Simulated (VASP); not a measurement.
A run of VASP 6.6.1 is set up as follows.

POSCAR

```
CsRuSe3
1.0
    5.1065377771      0.0000000000      0.0000000000
    0.0000000000      5.1065377771      0.0000000000
    0.0000000000      0.0000000000      5.1065377771
Cs Ru Se
1 1 3
Direct
    0.5000000000      0.5000000000      0.5000000000
    0.0000000000      0.0000000000      0.0000000000
    0.5000000000      0.0000000000      0.0000000000
    0.0000000000      0.5000000000      0.0000000000
    0.0000000000      0.0000000000      0.5000000000
```

INCAR.step1

```
SYSTEM = CsRuSe3
PREC = Accurate
ENCUT = 520
EDIFF = 1E-6
ISMEAR = 0
SIGMA = 0.1
LREAL = .False.
LASPH = .True.
NELM = 150
ALGO = Normal
ISIF = 2
LWAVE = .False.
LCHARG = .True.
ISPIN = 2
MAGMOM = 0 1.68 0.27 0.27 0.27
LMAXMIX = 4
GGA = PE
NBANDS = 32
```

The input KPOINTS.step1:

```
regular mesh
0
Gamma
  8 8 8
  0 0 0
```

File INCAR.step2:

```
SYSTEM = CsRuSe3
PREC = Accurate
ENCUT = 520
EDIFF = 1E-6
ISMEAR = -5
SIGMA = 0.1
LREAL = .False.
LASPH = .True.
NELM = 150
ALGO = Normal
ISIF = 2
LWAVE = .False.
LCHARG = .False.
ISPIN = 2
MAGMOM = 0 1.68 0.27 0.27 0.27
LORBIT = 10
LMAXMIX = 4
GGA = PE
NEDOS = 1001
ICHARG = 11
```

KPOINTS.step2

```
regular mesh
0
Gamma
  12 12 12
  0 0 0
```

Potentials or basis: VASP PAW PBE potentials, release 64 (Cs_sv, Ru_pv, Se).

Launch:

```sh
$ cat potpaw_PBE.64/Cs_sv/POTCAR potpaw_PBE.64/Ru_pv/POTCAR potpaw_PBE.64/Se/POTCAR > POTCAR
$ cp INCAR.step1 INCAR
$ cp KPOINTS.step1 KPOINTS
$ mpirun -np 1 vasp_std > vasp.out
$ cp INCAR.step2 INCAR
$ cp KPOINTS.step2 KPOINTS
$ mpirun -np 1 vasp_std > vasp.out
```

Q: Predict the site moments.

A: Cs +0.03; Ru +1.64; Se +0.26 μB.

Q: Predict the net moment.

A: 2.98 μB per cell.
